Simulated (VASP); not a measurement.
Wanted: the native input for a VASP 6.6.1 run.

* Task: single point
* Functional: PBE
* Potentials or basis: VASP PAW PBE potentials, release 64 (Pb_d)
* Cutoff: 520 eV
* k mesh: 9 × 9 × 3
* Occupations: fermi-dirac, width 0.05 eV
* Spin: no spin polarisation
* Dipole correction: no
* Further INCAR settings: ALGO = Fast; EDIFF = 1e-06; NBANDS = 36

The structure of Pb lies in POSCAR:

```
Pb
1.0
    3.4524201150      0.0000000000      0.0000000000
   -1.7262100576      2.9898835242      0.0000000000
    0.0000000000      0.0000000000     11.2605791934
Pb
4
Direct
    0.6666666667      0.3333333333      0.7500000000
    0.0000000000      0.0000000000      0.5000000000
    0.3333333333      0.6666666667      0.2500000000
    0.0000000000      0.0000000000      0.0000000000
```

One way to write it, as run:

INCAR

```
ALGO = Fast ; EDIFF = 1E-6
ENCUT = 520 ; GGA = PE
ISIF = 2 ; ISMEAR = -1
LASPH = True ; LCHARG = False
LREAL = False ; LWAVE = False
NBANDS = 36 ; NELM = 100
PREC = Accurate ; SIGMA = 0.05
```

KPOINTS

```
k-points
0
Gamma
  9 9 3
```

Potentials or basis: VASP PAW PBE potentials, release 64 (Pb_d).

Launch:

```sh
$ cat potpaw_PBE.64/Pb_d/POTCAR > POTCAR
$ mpirun -np 1 vasp_std > vasp.out
```

It gave:

```json
{
  "Pressure": "4.5 GPa",
  "Band gap on the k mesh": "zero (band 28 reaches 13.68 eV, above the bottom of band 29 at 5.57 eV)"
}
```

Caveat: spin-orbit coupling is left out, which moves the levels of the heavy elements.

It took 4 min on 1 thread of Intel(R) Xeon(R) Platinum 8488C (Sapphire Rapids), with other jobs on the host, peak memory 0.27 GiB.
